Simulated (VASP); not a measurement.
Runs of VASP 6.6.1 on AlAs. The structure is cubic, space group F-43m (No. 216). Conventional cell: a = 5.661 Å, b = 5.661 Å, c = 5.661 Å, α = 90.00°, β = 90.00°, γ = 90.00°. Within 3.2 Å of Al (site symmetry -43m) lie 4 As at 2.45 Å. Within 3.2 Å of As (site symmetry -43m) lie 4 Al at 2.45 Å. 

```csv
k mesh,gap on the mesh (eV),pressure (GPa)
7 × 7 × 7,1.54,2.8
2 × 2 × 2,1.26,8.0
5 × 5 × 5,(a),2.8
4 × 4 × 4,(b),3.1
```

Alike in all rows: task single point; level PBE; potentials or basis VASP PAW PBE potentials, release 64 (Al, As); no spin polarisation; cell as given; cutoff (eV) 500; smearing gaussian 0.02 eV.

Fill in the values left out.

(a) 1.64; (b) 1.41.

Caveats: some runs use coarse meshes.

A k mesh can miss the band edges, and the runs leave out spin-orbit coupling on As.
